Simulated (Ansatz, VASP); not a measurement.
# BP: VASP beside Ansatz

Contents of INCAR:

```
SYSTEM = BP
ALGO = Normal
EDIFF = 1E-7
ENCUT = 520
GGA = PE
ISIF = 2
ISMEAR = 0
LASPH = .True.
LCHARG = .False.
LREAL = .False.
LWAVE = .False.
NBANDS = 11
NELM = 80
PREC = Accurate
SIGMA = 0.01
```

KPOINTS

```
k-points
0
Gamma
  6 6 6
  0 0 0
```

File POSCAR:

```
BP
1.0
    0.0000000000      2.2683156724      2.2683156724
    2.2683156724      0.0000000000      2.2683156724
    2.2683156724      2.2683156724      0.0000000000
B P
1 1
Direct
    0.0000000000      0.0000000000      0.0000000000
    0.2500000000      0.2500000000      0.2500000000
```

Input for Ansatz:

```yaml
crystal:
  lattice:
    - [0.0, 2.2683156724, 2.2683156724]
    - [2.2683156724, 0.0, 2.2683156724]
    - [2.2683156724, 2.2683156724, 0.0]
  atoms:
    - { symbol: B, position: [0.0, 0.0, 0.0] }
    - { symbol: P, position: [0.25, 0.25, 0.25] }
kpoints:
  mp_grid: { grid: [6, 6, 6] }
hamiltonian:
  xc: pbe
scf:
  occupations: { method: fixed }
  n_extra_bands: 4
  mixing: { beta: 1.0 }
  max_iter: 76
output:
  forces: true
  stress: true
  eigenvalues: true
```

Alike in both runs: task single point; functional PBE; k mesh 6 × 6 × 6; no spin polarisation.

```csv
,VASP,Ansatz
version,VASP 6.6.1,Ansatz 0.2.0
potentials or method,"VASP PAW PBE potentials, release 64 (B, P)",plane waves
plane-wave cutoff (eV),520,420
occupations,"gaussian, width 0.01 eV",fixed
valence electrons in the cell,8,8
```

|  | VASP | Ansatz | Ansatz less VASP |
| --- | --- | --- | --- |
| gap on the k mesh at the Fermi level (eV) | 1.33 | 1.33 | +0.004 |
| pressure (GPa) | 1.2 | 1.4 | +0.23 |
